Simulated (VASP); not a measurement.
Write the native input for VASP 6.6.1 that does the following.

```
Task                   : single point
Functional             : PBEsol
Potentials or basis    : VASP PAW PBE potentials, release 64 (Ge_d)
Cutoff                 : 520 eV
k mesh                 : 8 × 8 × 2
Occupations            : fermi-dirac, width 0.05 eV
Spin                   : no spin polarisation
Dipole correction      : no
Further INCAR settings : ALGO = Normal; EDIFF = 1e-06; NBANDS = 66
```

The structure of Ge lies in POSCAR:

```
Ge
1.0
    3.9490130887      0.0000000000      0.0000000000
   -1.9745065443      3.4199456547      0.0000000000
    0.0000000000      0.0000000000     12.9788917266
Ge
8
Direct
    0.3333333333      0.6666666667      0.1559415700
    0.6666666667      0.3333333333      0.8440584300
    0.6666666667      0.3333333333      0.6559415700
    0.3333333333      0.6666666667      0.3440584300
    0.0000000000      0.0000000000      0.0931488400
    0.0000000000      0.0000000000      0.9068511600
    0.0000000000      0.0000000000      0.5931488400
    0.0000000000      0.0000000000      0.4068511600
```

This cell differs from its parent crystal: volume scaled by 0.96.

One way to write it, as run:

INCAR

```
SYSTEM = Ge
ALGO     = Normal         ! electronic algorithm
EDIFF    = 1E-6           ! SCF threshold, eV
ENCUT    = 520            ! plane-wave cutoff, eV
GGA      = PS             ! functional
ISIF     = 2              ! what is computed and relaxed
ISMEAR   = -1             ! smearing method
LASPH    = .TRUE.         ! aspherical terms in the spheres
LCHARG   = .FALSE.        ! write CHGCAR
LREAL    = .FALSE.        ! projectors in reciprocal space
LWAVE    = .FALSE.        ! write WAVECAR
NBANDS   = 66             ! bands
NELM     = 100            ! most SCF steps
PREC     = Accurate       ! precision mode
SIGMA    = 0.05           ! smearing width, eV
```

KPOINTS

```
k-points
0
G
  8 8 2
  0 0 0
```

Potentials or basis: VASP PAW PBE potentials, release 64 (Ge_d).

Run with:

```console
$ cat potpaw_PBE.64/Ge_d/POTCAR > POTCAR
$ mpirun -np 1 vasp_std > vasp.out
```

It gave:

```yaml
Pressure: 2.9 GPa
Largest_force: 0.007 eV/Å
Band_gap_on_the_k_mesh: 0.05 eV, direct
```

Caveat: the PAW data sets were made with another functional, which shifts forces and pressure a little.

Run time: 3.1 min on 1 thread of Intel(R) Xeon(R) Platinum 8559C (Emerald Rapids), with other jobs on the host, peak memory 0.37 GiB.
